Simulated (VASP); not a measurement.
# SrCl2: single point with LDA

The system is SrCl2.

```
Sr Cl
1.0
     0.84961    3.95792    3.95792
     3.95792    0.84961    3.95792
     3.95792    3.95792    0.84961
Sr Cl
1 2
Direct
  0.00000 0.00000 0.00000
  0.25000 0.25000 0.25000
  0.75000 0.75000 0.75000
```

This cell differs from its parent crystal: ratio of the length along [111] to the lengths across it x 1.41, volume and fractional coordinates fixed.

```
Program                : VASP 6.6.1
Task                   : single point
Functional             : LDA
Potentials or basis    : VASP PAW LDA potentials, release 64 (Sr_sv, Cl)
Cutoff                 : 520 eV
k mesh                 : 6 × 6 × 6
Occupations            : gaussian, width 0.05 eV
Spin                   : no spin polarisation
Dipole correction      : no
Further INCAR settings : ALGO = Normal; EDIFF = 1e-07; NBANDS = 19
```

```yaml
Pressure: 0.7 GPa
Largest_force: 0.235 eV/Å
Band_gap_on_the_k_mesh: 5.08 eV, direct
```

Forces in eV/Å, atoms in the order of the input:
```
Sr   0.000  0.000  0.000
Cl  -0.136 -0.136 -0.136
Cl   0.136  0.136  0.136
```

Stress tensor (GPa, compression positive):
```
 0.70 -0.62 -0.62
-0.62  0.70 -0.62
-0.62 -0.62  0.70
```

Levels at points of the mesh, in eV from the valence-band top:
```csv
k point,band 9,band 10,band 11,band 12,band 13,band 14,band 15,band 16
"(0.00, 0.00, 0.00)",-1.88,-0.45,-0.45,0.00,5.08,6.15,6.15,7.46
"(0.50, 0.00, 0.00)",-1.42,-1.38,-0.94,-0.85,6.21,7.19,7.69,7.90
"(0.50, 0.50, 0.00)",-1.34,-0.98,-0.31,-0.22,5.29,6.66,7.92,7.98
"(0.50, 0.50, 0.50)",-1.40,-1.28,-0.78,-0.78,6.29,6.43,6.43,7.30
```

It took 59 s on 1 thread of Intel(R) Xeon(R) Platinum 8259CL CPU @ 2.50GHz (Skylake/Cascade Lake) (shared host), peak memory 0.23 GiB.

 A k mesh can miss the band edges.
